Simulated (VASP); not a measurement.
# Co (P6/mmm) in VASP: relaxation of cell and atoms with LDA

Aim: the relaxation of cell and atoms of Co with LDA.

Program: VASP 6.6.1. These are calculated values, not measurements. Logs are shortened: lines on timing, memory, paths and dates and some standing lists are left out, and cuts for length are marked.

## (1) The cell of the first run

It takes space group P6/mmm (No. 191, hexagonal). The conventional cell has a = 3.970 Å, b = 3.970 Å, c = 2.434 Å, α = 90.00°, β = 90.00°, γ = 120.00°. Co (site symmetry 6/mmm) has 14 Co at 2.43 to 2.60 Å within 3.2 Å. Within 3.0 Å of Co (site symmetry -6m2) lie 11 Co at 2.29 to 2.60 Å.

This isn't the form of Co at room conditions, which is hcp.

## (2) Relaxation of cell and atoms, LDA, collinear spin, ferromagnetic start

The input, INCAR:

```
PREC = Accurate ; ENCUT = 600
EDIFF = 1E-7 ; ISMEAR = -1
SIGMA = 0.05 ; LREAL = F
LASPH = T ; NELM = 200
ALGO = Normal ; ISIF = 3
LWAVE = F ; LCHARG = F
ISPIN = 2 ; MAGMOM = 1.7 1.7 1.7
LORBIT = 11 ; LMAXMIX = 4
IBRION = 2 ; NSW = 80
EDIFFG = -0.01 ; GGA_COMPAT = F
NELMIN = 4
```

The input, KPOINTS:

```
regular mesh
0
Gamma
  9 9 13
```

The input, POSCAR:

```
Co
1.0
    3.9701439143      0.0000000000      0.0000000000
   -1.9850719572      3.4382454865      0.0000000000
    0.0000000000      0.0000000000      2.4336982195
Co
3
Direct
    0.0000000000      0.0000000000      0.0000000000
    0.3333333333      0.6666666667      0.5000000000
    0.6666666667      0.3333333333      0.5000000000
```

Potentials or basis: VASP PAW LDA potentials, release 64 (Co).

Command:

```console
$ cat potpaw_LDA.64/Co/POTCAR > POTCAR
$ mpirun -np 1 vasp_std > vasp.out
```

OUTCAR:

```text
PREC = Accurate
   ENCUT = 600
   EDIFF = 1E-7
   ISMEAR = -1
   LREAL = F
   LASPH = T
   NELM = 200
   ISIF = 3
   ISPIN = 2
   LORBIT = 11
   IBRION = 2
   NSW = 80
   EDIFFG = -0.01
   NELMIN = 4

 ion  position               nearest neighbor table
   1  0.000  0.000  0.000-   2 2.60   3 2.60   2 2.60   3 2.60   3 2.60   3 2.60   2 2.60   2 2.60
                             3 2.60   3 2.60   2 2.60   2 2.60
   2  0.333  0.667  0.500-   3 2.29   3 2.29   3 2.29   1 2.60   1 2.60   1 2.60   1 2.60   1 2.60
                             1 2.60
   3  0.667  0.333  0.500-   2 2.29   2 2.29   2 2.29   1 2.60   1 2.60   1 2.60   1 2.60   1 2.60
                             1 2.60

  LATTYP: Found a hexagonal cell.
 ALAT       =     3.9701439143
 C/A-ratio  =     0.6130000000

  Lattice vectors:

 A1 = (   3.9701439143,   0.0000000000,   0.0000000000)
 A2 = (  -1.9850719572,   3.4382454865,   0.0000000000)
 A3 = (   0.0000000000,   0.0000000000,   2.4336982195)

Analysis of symmetry for initial positions (statically):
=====================================================================
 Subroutine PRICEL returns:
 Original cell was already a primitive cell.

 Routine SETGRP: Setting up the symmetry group for a
 hexagonal supercell.

 Subroutine GETGRP returns: Found 24 space group operations
 (whereof 24 operations were pure point group operations)
 out of a pool of 24 trial point group operations.

The static configuration has the point symmetry D_6h.

Analysis of symmetry for dynamics (positions and initial velocities):
=====================================================================
 Subroutine PRICEL returns:
 Original cell was already a primitive cell.

 Routine SETGRP: Setting up the symmetry group for a
 hexagonal supercell.

 Subroutine GETGRP returns: Found 24 space group operations
 (whereof 24 operations were pure point group operations)
 out of a pool of 24 trial point group operations.

The dynamic configuration has the point symmetry D_6h.

Analysis of structural, dynamic, and magnetic symmetry:
=====================================================================
 Subroutine PRICEL returns:
 Original cell was already a primitive cell.

 Routine SETGRP: Setting up the symmetry group for a
 hexagonal supercell.

 Subroutine GETGRP returns: Found 24 space group operations
 (whereof 24 operations were pure point group operations)
 out of a pool of 24 trial point group operations.

The overall configuration has the point symmetry D_6h.

 Subroutine INISYM returns: Found 24 space group operations
 (whereof 24 operations are pure point group operations),
 and found     1 'primitive' translations

----------------------------------------------------------------------------------------

                                     Primitive cell

  volume of cell :      33.2208

  direct lattice vectors                    reciprocal lattice vectors
     3.970143914  0.000000000  0.000000000     0.251880038  0.145423008  0.000000000
    -1.985071957  3.438245487  0.000000000     0.000000000  0.290846015  0.000000000
     0.000000000  0.000000000  2.433698220     0.000000000  0.000000000  0.410897289

  length of vectors
     3.970143914  3.970143914  2.433698220     0.290846015  0.290846015  0.410897289

  position of ions in fractional coordinates (direct lattice)
     0.000000000  0.000000000  0.000000000
     0.333333333  0.666666667  0.500000000
     0.666666667  0.333333333  0.500000000

  ion indices of the primitive-cell ions
   primitive index   ion index
                 1           1
                 2           2
                 3           3

----------------------------------------------------------------------------------------

 KPOINTS: regular mesh

Automatic generation of k-mesh.
 Grid dimensions read from file:
 generate k-points for:    9    9   13

 Generating k-lattice:

  Cartesian coordinates                     Fractional coordinates (reciprocal lattice)
     0.027986671  0.016158112  0.000000000     0.111111111 -0.000000000  0.000000000
     0.000000000  0.032316224  0.000000000     0.000000000  0.111111111  0.000000000
     0.000000000  0.000000000  0.031607484     0.000000000  0.000000000  0.076923077

  Length of vectors
     0.032316224  0.032316224  0.031607484

  Shift w.r.t. Gamma in fractional coordinates (k-lattice)
     0.000000000  0.000000000  0.000000000

 Subroutine IBZKPT returns following result:
 ===========================================

 Found     84 irreducible k-points:

 Following reciprocal coordinates:
            Coordinates               Weight
  0.000000  0.000000  0.000000      1.000000
  0.111111 -0.000000  0.000000      6.000000
  0.222222 -0.000000  0.000000      6.000000
  0.333333 -0.000000  0.000000      6.000000
  0.444444 -0.000000  0.000000      6.000000
  0.111111  0.111111  0.000000      6.000000
[... 16 lines left out ...]
  0.333333  0.222222  0.076923     24.000000
  0.333333  0.333333  0.076923      4.000000
 [... further k-points ...]
   k-points           NKPTS =     84   k-points in BZ     NKDIM =     84   number of bands    NBANDS=     20
   number of dos      NEDOS =    301   number of ions     NIONS =      3
   total plane-waves  NPLWV =  20480
   dimension x,y,z NGX =    32 NGY =   32 NGZ =   20
   dimension x,y,z NGXF=    64 NGYF=   64 NGZF=   40
   ions per type =               3
   NGX,Y,Z   is equivalent  to a cutoff of  13.40, 13.40, 13.66 a.u.
   NGXF,Y,Z  is equivalent  to a cutoff of  26.80, 26.80, 27.32 a.u.
 SYSTEM =  unknown system
   PREC   = accura    normal or accurate (medium, high low for compatibility)
   ISTART =      0    job   : 0-new  1-cont  2-samecut
   ICHARG =      2    charge: 1-file 2-atom 10-const
   ISPIN  =      2    spin polarized calculation?
   LNONCOLLINEAR =      F non collinear calculations
   LSORBIT =      F    spin-orbit coupling
   LASPH  =      T    aspherical Exc in radial PAW
   ENCUT  =  600.0 eV  44.10 Ry    6.64 a.u.   7.93  7.93  4.86*2*pi/ulx,y,z
   NELM   =    200;   NELMIN=  4; NELMDL= -5     # of ELM steps
   EDIFF  = 0.1E-06   stopping-criterion for ELM
   LREAL  =      F    real-space projection
   EDIFFG = -.1E-01   stopping-criterion for IOM
   NSW    =     80    number of steps for IOM
   IBRION =      2    ionic relax: 0-MD 1-quasi-New 2-CG
   NFREE  =      1    steps in history (QN), initial steepest desc. (CG)
   ISIF   =      3    stress and relaxation
   ISYM   =      2    0-nonsym 1-usesym 2-fastsym
   POTIM  = 0.5000    time-step for ionic-motion
   TEBEG  =    0.0;   TEEND  =   0.0 temperature during run
   PSTRESS=    0.0 pullay stress
   NELECT =      27.0000    total number of electrons
   NUPDOWN=      -1.0000    fix difference up-down
   EMIN   =  10.00;   EMAX   =-10.00  energy-range for DOS
   EFERMI =   0.00;   METHOD = LEGACY
   ISMEAR =    -1;   SIGMA  =   0.05  broadening in eV -4-tet -1-fermi 0-gaus
   EFERMI_NEDOS =   21; number of points for ismear=-14 and -15
   IALGO  =     38    algorithm
   IMIX   =      4    mixing-type and parameters
     AMIX     =   0.40;   BMIX     =  1.00
     AMIX_MAG =   1.60;   BMIX_MAG =  1.00
  volume/ion in A,a.u.               =      11.07        74.73
  Fermi-wavevector in a.u.,A,eV,Ry     =   1.527775  2.887077 31.757320  2.334097
  Thomas-Fermi vector in A             =   2.635625
   LORBIT       =     11    0 simple, 1 ext, 2 COOP (PROOUT), +10 PAW based schemes
   GGA     = CA    functional components
   LHFCALC =     F    Hartree Fock is set to
   AEXX    =    0.0000 exact exchange contribution
   IVDW    =     0    specifies the selected vdW correction
   LEPSILON=     F    determine dielectric tensor
   LRPA    =     F    only Hartree local field effects (RPA)
 conjugate gradient relaxation of ions
 spin polarized calculation
  energy-cutoff  :      600.00
  volume of cell :       33.22
 maximum number of plane-waves:      1128
 NGX is ok and might be reduce to    32
   NGX = 15   NGY = 15   NGZ =  9

--------------------------------------- Ionic step        1  -------------------------------------------

 number of electron      27.0000007 magnetization       4.8423911

 Free energy of the ion-electron system (eV)
  ---------------------------------------------------
  ext. energy  EPLUGINS =         0.00000000
  ---------------------------------------------------
  free energy    TOTEN  =       -23.90465504 eV

  energy without entropy =      -23.88600178  energy(sigma->0) =      -23.89532841

 E-fermi :   9.7168     XC(G=0): -13.6092

 val. band max:        9.7148088259   @ k =   0.3333   0.2222   0.1538
 cond. band min:       9.7297202212   @ k =   0.3333   0.1111   0.0000
 fundamental gap:      0.0149113953
 Fermi energy:         9.7167712625

 spin component 1

 k-point     1 :       0.0000    0.0000    0.0000
  band No.  band energies     occupation
      1       0.8353      1.00000
      2       5.1400      1.00000
      3       6.3816      1.00000
      4       6.3816      1.00000
      5       6.4345      1.00000
      6       6.4345      1.00000
[... 1207 lines left out ...]
  energy  without entropy=      -24.0597291444  energy(sigma->0) =      -24.07086573

--------------------------------------- Ionic step        4  -------------------------------------------

 number of electron      26.9999994 magnetization       4.6030536

 Free energy of the ion-electron system (eV)
  ---------------------------------------------------
  ext. energy  EPLUGINS =         0.00000000
  ---------------------------------------------------
  free energy    TOTEN  =       -24.08206780 eV

  energy without entropy =      -24.05965566  energy(sigma->0) =      -24.07086173

 E-fermi :  11.0440     XC(G=0): -14.1307

 val. band max:       11.0419932039   @ k =   0.1111  -0.0000   0.0000
 cond. band min:      11.0471717774   @ k =   0.1111   0.1111   0.4615
 fundamental gap:      0.0051785734
 Fermi energy:        11.0440457052

 spin component 1

 k-point     1 :       0.0000    0.0000    0.0000
  band No.  band energies     occupation
      1       1.6102      1.00000
      2       6.0231      1.00000
      3       7.4427      1.00000
      4       7.4427      1.00000
      5       7.4929      1.00000
      6       7.4929      1.00000
[... 1129 lines left out ...]
  FREE ENERGIE OF THE ION-ELECTRON SYSTEM (eV)
  ---------------------------------------------------
  free  energy   TOTEN  =       -24.0820677978 eV

  energy  without entropy=      -24.0596556590  energy(sigma->0) =      -24.07086173

 reached required accuracy - stopping structural energy minimisation

 total charge

# of ion       s       p       d       tot
------------------------------------------
    1        0.498   0.560   7.314   8.372
    2        0.534   0.590   7.355   8.479
    3        0.534   0.590   7.355   8.479
--------------------------------------------------
tot          1.567   1.740  22.023  25.330

 magnetization (x)

# of ion       s       p       d       tot
------------------------------------------
    1       -0.006  -0.037   1.564   1.521
    2       -0.009  -0.030   1.566   1.528
    3       -0.009  -0.030   1.566   1.528
--------------------------------------------------
tot         -0.024  -0.096   4.697   4.577
```

Run time: 3.2 min. Hardware: 1 thread of AMD EPYC 9R45 (Zen 5), shared host; peak memory 0.19 GiB.

What came out:

* Free energy: -24.0821 eV
* Relaxed volume: 10.14 Å³/atom
* Relaxed cell: a = 3.849 Å, b = 3.849 Å, c = 2.371 Å, α = 90.00°, β = 90.00°, γ = 120.00°
* Space group after relaxing (to 0.1 Å): P6/mmm (No. 191)
* Energy gained by relaxing: 59.1 meV/atom
* Ionic steps: 4
* Pressure after relaxing: 0.0 GPa
* Net moment: 4.60 μB per cell
* Site moments: Co +1.52, +1.53 (each value once) μB
* Valence electrons inside the program's atomic spheres: Co 8.37, 8.48 (each value once)

The path:
```csv
step,energy change (eV),largest force (eV/Å),pressure (GPa),volume (Å³)
1,0.0000,0.0000,-18.60,33.22
2,0.1105,0.0000,33.87,27.42
3,-0.1773,0.0000,-0.38,30.47
4,-0.1774,0.0000,0.02,30.41
```

Final structure:
```
Co
1.0
     3.84875    0.00000    0.00000
    -1.92438    3.33312    0.00000
     0.00000    0.00000    2.37089
Co
3
Cartesian
  3.8488 0.0000 0.0000
  0.0000 2.2221 1.1854
  1.9244 1.1110 1.1854
```

Levels at points of the mesh, in eV from the Fermi level:
Spin up:
```tsv
k point	band 14	band 15	band 16	band 17	band 18	band 19
(0.00, 0.00, 0.00)	-1.80	-0.42	-0.42	6.91	6.91	6.91
```
Spin down:
```
           k point  band 9  band 10  band 11  band 12  band 13  band 14
(0.00, 0.00, 0.00)   -0.93    -0.93    -0.36    -0.36    -0.29    -0.29
```
